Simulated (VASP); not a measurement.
Wanted: the native input for a VASP 6.6.1 run.

```
Task                    : single point
Functional              : PBEsol
Potentials or basis     : VASP PAW PBE potentials, release 64 (Gd, O)
Cutoff                  : 520 eV
k mesh                  : 9 × 9 × 9
Occupations             : fermi-dirac, width 0.05 eV
Spin                    : collinear spin, ferromagnetic start
Starting moments        : [7.0, 0.0] μB
Hubbard terms           : Gd f U = 5.0 eV
Dipole correction       : no
k mesh for the DOS      : 14 × 14 × 14
Occupations for the DOS : tetrahedron
Further INCAR settings  : ALGO = Normal; EDIFF = 1e-07
```

The system is GdO.

```
CELL_PARAMETERS angstrom
0.00000 2.70000 2.70000
2.70000 0.00000 2.70000
2.70000 2.70000 0.00000
ATOMIC_POSITIONS crystal
Gd 0.00000 0.00000 0.00000
O 0.75000 0.75000 0.75000
```

One way to write it, as run:

POSCAR

```
GdO
1.0
    0.0000000000      2.7000000000      2.7000000000
    2.7000000000      0.0000000000      2.7000000000
    2.7000000000      2.7000000000      0.0000000000
Gd O
1 1
Direct
    0.0000000000      0.0000000000      0.0000000000
    0.7500000000      0.7500000000      0.7500000000
```

INCAR.step1

```
PREC = Accurate
ENCUT = 520
EDIFF = 1E-7
ISMEAR = -1
SIGMA = 0.05
LREAL = F
LASPH = T
NELM = 150
ALGO = Normal
ISIF = 2
LWAVE = F
LCHARG = T
ISPIN = 2
MAGMOM = 7 0
LMAXMIX = 6
LDAU = T
LDAUTYPE = 2
LDAUL = 3 -1
LDAUU = 5 0
LDAUJ = 0 0
LDAUPRINT = 1
GGA = PS
NBANDS = 23
```

KPOINTS.step1

```
Automatic mesh
0
Gamma
  9 9 9
```

INCAR.step2

```
PREC = Accurate
ENCUT = 520
EDIFF = 1E-7
ISMEAR = -5
SIGMA = 0.05
LREAL = F
LASPH = T
NELM = 150
ALGO = Normal
ISIF = 2
LWAVE = F
LCHARG = F
ISPIN = 2
MAGMOM = 7 0
LORBIT = 10
LMAXMIX = 6
LDAU = T
LDAUTYPE = 2
LDAUL = 3 -1
LDAUU = 5 0
LDAUJ = 0 0
LDAUPRINT = 1
GGA = PS
NEDOS = 1001
ICHARG = 11
```

KPOINTS.step2

```
Automatic mesh
0
Gamma
  14 14 14
```

Potentials or basis: VASP PAW PBE potentials, release 64 (Gd, O).

Command:

```console
$ cat potpaw_PBE.64/Gd/POTCAR potpaw_PBE.64/O/POTCAR > POTCAR
$ cp INCAR.step1 INCAR
$ cp KPOINTS.step1 KPOINTS
$ mpirun -np 1 vasp_std > vasp.out
$ cp INCAR.step2 INCAR
$ cp KPOINTS.step2 KPOINTS
$ mpirun -np 1 vasp_std > vasp.out
```

Results of the run:

| Quantity | Value |
| --- | --- |
| Net moment | 7.91 μB per cell |
| Site moments | Gd +7.07; O -0.00 μB |
| Valence electrons inside the program's atomic spheres | Gd 15.14; O 4.98 |

Caveat: a cell with one magnetic atom can't hold antiferromagnetic order, which such compounds often take.

Run time: 100 s on 1 thread of Intel(R) Xeon(R) Platinum 8559C (Emerald Rapids), on a shared host, peak memory 0.28 GiB.
